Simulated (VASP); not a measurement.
**CaSe: single point with r2SCAN**

The system is CaSe.

```
CELL_PARAMETERS angstrom
0.00000 2.96753 2.96753
2.96753 0.00000 2.96753
2.96753 2.96753 0.00000
ATOMIC_POSITIONS crystal
Ca 0.00000 0.00000 0.00000
Se 0.50000 0.50000 0.50000
```

| Property | Result |
| --- | --- |
| Program | VASP 6.6.1 |
| Task | single point |
| Functional | r2SCAN |
| Potentials or basis | VASP PAW PBE potentials, release 64 (Ca_sv, Se) |
| Cutoff | 520 eV |
| k mesh | 6 × 6 × 6 |
| Occupations | fermi-dirac, width 0.02 eV |
| Spin | no spin polarisation |
| Dipole correction | no |
| Further INCAR settings | ALGO = Normal; EDIFF = 1e-06; NBANDS = 15 |

```
Pressure               : 0.2 GPa
Band gap on the k mesh : 2.52 eV (least direct gap 3.46 eV)
```

Levels at points of the mesh, in eV from the valence-band top:
```csv
k point,band 4,band 5,band 6,band 7,band 8,band 9,band 10,band 11,band 12,band 13
"(0.00, 0.00, 0.00)",-21.44,-12.16,0.00,0.00,0.00,4.08,4.23,4.23,4.23,4.82
"(0.50, 0.00, 0.00)",-21.45,-11.45,-3.24,-1.17,-1.17,5.10,6.07,6.09,6.09,8.10
"(0.50, 0.50, 0.00)",-21.47,-11.57,-2.52,-0.94,-0.94,2.52,5.60,5.76,6.62,6.62
```

Run time: 110 s on 1 thread of AMD EPYC 7R13, on a shared host, peak memory 0.16 GiB.

Caveat: the PAW data sets were made with another functional, which shifts forces and pressure a little. A k mesh can miss the band edges.
